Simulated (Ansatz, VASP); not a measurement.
## One calculation of CdS3, two programs

Contents of INCAR:

```
ALGO = Normal
EDIFF = 1E-7
EDIFFG = -0.04
ENCUT = 500
GGA = PE
GGA_COMPAT = F
IBRION = 2
ISIF = 3
ISMEAR = 0
LASPH = T
LCHARG = F
LREAL = F
LWAVE = F
NELM = 120
NELMIN = 4
NSW = 90
PREC = Accurate
SIGMA = 0.1
```

The input KPOINTS:

```
k-points
0
Gamma
  6 6 2
```

File POSCAR:

```
CdS3
1.0
    3.8495756000      0.0000000000      0.0000000000
   -1.9247878000      3.3338302700      0.0000000000
    0.0000000000      0.0000000000      8.5645820600
Cd S
1 3
Direct
    0.0000000000      0.0000000000      0.5000000000
    0.0000000000      0.0000000000      0.0000000000
    0.3333333300      0.6666666700      0.5000000000
    0.6666666700      0.3333333300      0.5000000000
```

Input for Ansatz:

```yaml
crystal:
  lattice:
    - [3.8495756, 0.0, 0.0]
    - [-1.9247878, 3.33383027, 0.0]
    - [0.0, 0.0, 8.56458206]
  atoms:
    - { symbol: Cd, position: [0.0, 0.0, 0.5] }
    - { symbol: S, position: [0.0, 0.0, 0.0] }
    - { symbol: S, position: [0.33333333, 0.66666667, 0.5] }
    - { symbol: S, position: [0.66666667, 0.33333333, 0.5] }
basis:
  ecutwfc: 420
kpoints:
  mp_grid: { grid: [6, 6, 2] }
hamiltonian:
  xc: pbe
scf:
  occupations: { method: gaussian, width: 0.1 }
  lower_state_search: "off"
output:
  forces: true
  stress: true
  eigenvalues: true
relax:
  adjacent_minimum: "off"
  f_tol: 0.04
  max_steps: 70
  cell: { stress_tol: 0.4 }
```

Alike in both runs: task relaxation of cell and atoms; functional PBE; k mesh 6 × 6 × 2; occupations gaussian, width 0.1 eV; no spin polarisation.

```csv
,VASP,Ansatz
version,VASP 6.6.1,Ansatz 0.2.0
potentials or method,"VASP PAW PBE potentials, release 64 (Cd, S), cutoff 500 eV","scalar-relativistic, plane waves, PAW"
valence electrons in the cell,30,38
```

|  | VASP | Ansatz | Ansatz less VASP |
| --- | --- | --- | --- |
| gap on the k mesh at the Fermi level, each at its own relaxed structure (eV) | none | none | - |
| relaxed volume (Å³/atom) | 24.61 | 24.49 | -0.119 |
| relaxed cell length with the largest relative difference (Å) | 4.983 | 4.958 | -0.0251 |

A gap of «none» marks a metal or a gap that the smearing closes. VASP's potentials hold 30 valence electrons a cell and Ansatz's 38, so a difference there can come from the potentials and not from the codes.

The k mesh is coarse, so the values compare programs but aren't converged.
